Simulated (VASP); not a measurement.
Write the native input for VASP 6.6.1 that does the following.

| Property | Result |
| --- | --- |
| Task | single point |
| Functional | PBE |
| Dispersion | D3(BJ) |
| Potentials or basis | VASP PAW PBE potentials, release 64 (W_sv, Se) |
| Cutoff | 520 eV |
| k mesh | 9 × 9 × 2 |
| Occupations | gaussian, width 0.05 eV |
| Spin | no spin polarisation |
| Dipole correction | no |
| Further INCAR settings | ALGO = Normal; EDIFF = 1e-06; NBANDS = 35 |

The structure of WSe2 lies in POSCAR:

```
WSe2
1.0
    3.2790216039      0.0000000000      0.0000000000
   -1.6395108019      2.8397160085      0.0000000000
    0.0000000000      0.0000000000     12.7878979243
W Se
2 4
Direct
    0.1493405990      0.4694638484      0.2500000000
    0.6666666667      0.3333333333      0.7500000000
    0.3333333333      0.6666666667      0.6182859564
    0.6666666667      0.3333333333      0.1182859564
    0.3333333333      0.6666666667      0.8817140436
    0.6666666667      0.3333333333      0.3817140436
```

This cell differs from its parent crystal: atom 1 (W) moved by -0.280 Å along [1 0 0] and -0.560 Å along [1 2 0].

The input as run:

INCAR

```
SYSTEM = WSe2
PREC = Accurate
ENCUT = 520
EDIFF = 1E-6
ISMEAR = 0
SIGMA = 0.05
LREAL = .False.
LASPH = .True.
NELM = 100
ALGO = Normal
ISIF = 2
LWAVE = .False.
LCHARG = .False.
GGA = PE
IVDW = 12
NBANDS = 35
```

KPOINTS

```
regular mesh
0
Gamma
  9 9 2
  0 0 0
```

Potentials or basis: VASP PAW PBE potentials, release 64 (W_sv, Se).

Run with:

```bash
$ cat potpaw_PBE.64/W_sv/POTCAR potpaw_PBE.64/Se/POTCAR > POTCAR
$ mpirun -np 1 vasp_std > vasp.out
```

Results of the run:

```
Pressure                   : 9.6 GPa
Largest force              : 7.351 eV/Å
Band gap on the k mesh     : zero (bands 26 and 27 overlap by 0.01 eV)
Dispersion energy per atom : -0.476 eV
```

Caveat: the cell differs from its parent crystal (atom 1 (W) moved by -0.280 Å along [1 0 0] and -0.560 Å along [1 2 0]); the stress differs along the axes, from 0 to 18 GPa; spin-orbit coupling is left out, which moves the levels of the heavy elements; forces of over 1 eV/Å act on the atoms, so gaps and moduli don't describe the material at rest.

It took 2.4 min on 1 thread of AMD EPYC 9R45 96-Core Processor (Zen 5), with other jobs on the host, peak memory 0.39 GiB.
